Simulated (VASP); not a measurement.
A run of VASP 6.6.1 is set up as follows.

File INCAR:

```
SYSTEM = SnH5
ALGO = Normal ; EDIFF = 1E-6
ENCUT = 520 ; GGA = PE
ISIF = 2 ; ISMEAR = 0
LASPH = .True. ; LCHARG = .False.
LREAL = .False. ; LWAVE = .False.
NBANDS = 18 ; NELM = 80
PREC = Accurate ; SIGMA = 0.1
```

File KPOINTS:

```
k-points
0
Gamma
  12 12 10
  0 0 0
```

Contents of POSCAR:

```
SnH5
1.0
    4.0178999015      0.0000000000      0.0000000000
   -2.0089499507      3.4796033846      0.0000000000
    0.0000000000      0.0000000000      4.1233307829
Sn H
1 5
Direct
    0.0000000000      0.0000000000      0.5000000000
    0.6666666667      0.3333333333      0.9062089651
    0.0000000000      0.0000000000      0.0000000000
    0.6666666667      0.3333333333      0.0937910349
    0.3333333333      0.6666666667      0.0937910349
    0.3333333333      0.6666666667      0.9062089651
```

Potentials or basis: VASP PAW PBE potentials, release 64 (Sn_d, H).

Run with:

```bash
$ cat potpaw_PBE.64/Sn_d/POTCAR potpaw_PBE.64/H/POTCAR > POTCAR
$ mpirun -np 1 vasp_std > vasp.out
```

(1) Predict the largest force.

(2) Estimate the pressure.

Answers

(1) 0.009 eV/Å.

(2) -0.2 GPa.
